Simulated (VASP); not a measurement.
Wanted: the native input for a VASP 6.6.1 run.

```
Task                   : electric field gradients
Functional             : PBE
Potentials or basis    : VASP PAW PBE potentials, release 64 (Se)
Cutoff                 : 520 eV
k mesh                 : 8 × 8 × 6
Occupations            : fermi-dirac, width 0.03 eV
Spin                   : no spin polarisation
Dipole correction      : no
Further INCAR settings : ALGO = Normal; EDIFF = 1e-08; NBANDS = 16
```

The structure of Se lies in POSCAR:

```
Se
1.0
    4.3551696776      0.0217758484      0.0217758484
   -2.1587264009      3.7607996544      0.0079705137
    0.0247472500      0.0247472500      4.9494500000
Se
3
Direct
    0.2170000000      0.0000000000      0.1666666667
    0.0000000000      0.2170000000      0.8333333333
    0.7830000000      0.7830000000      0.5000000000
```

This cell differs from its parent crystal: equal xy, yz and zx shear strains of +1 %.

The input as run:

INCAR

```
SYSTEM = Se
PREC = Accurate
ENCUT = 520
EDIFF = 1E-8
ISMEAR = -1
SIGMA = 0.03
LREAL = .FALSE.
LASPH = .TRUE.
NELM = 80
ALGO = Normal
ISIF = 2
LWAVE = .FALSE.
LCHARG = .FALSE.
GGA = PE
LEFG = .TRUE.
NBANDS = 16
```

KPOINTS

```
Automatic mesh
0
G
  8 8 6
  0 0 0
```

Potentials or basis: VASP PAW PBE potentials, release 64 (Se).

Run with:

```bash
$ cat potpaw_PBE.64/Se/POTCAR > POTCAR
$ mpirun -np 1 vasp_std > vasp.out
```

It gave:

The pressure is 5.7 GPa. The largest force is 1.254 eV/Å, the band gap on the k mesh is 1.07 eV (least direct gap 1.17 eV) and the largest electric field gradient by atom is Se -487.8, -499.1, -492.3 V/Å².

Caveat: the cell differs from its parent crystal (equal xy, yz and zx shear strains of +1 %); the cell stands under pressure; without QUAD_EFG the Cq values of the log hold for a quadrupole moment of 1 mb, not for the nuclei; forces of over 1 eV/Å act on the atoms, so gaps and moduli don't describe the material at rest.

Run time: 70 s on 1 thread of Intel(R) Xeon(R) 6975P-C (Granite Rapids) (shared host), peak memory 0.33 GiB.
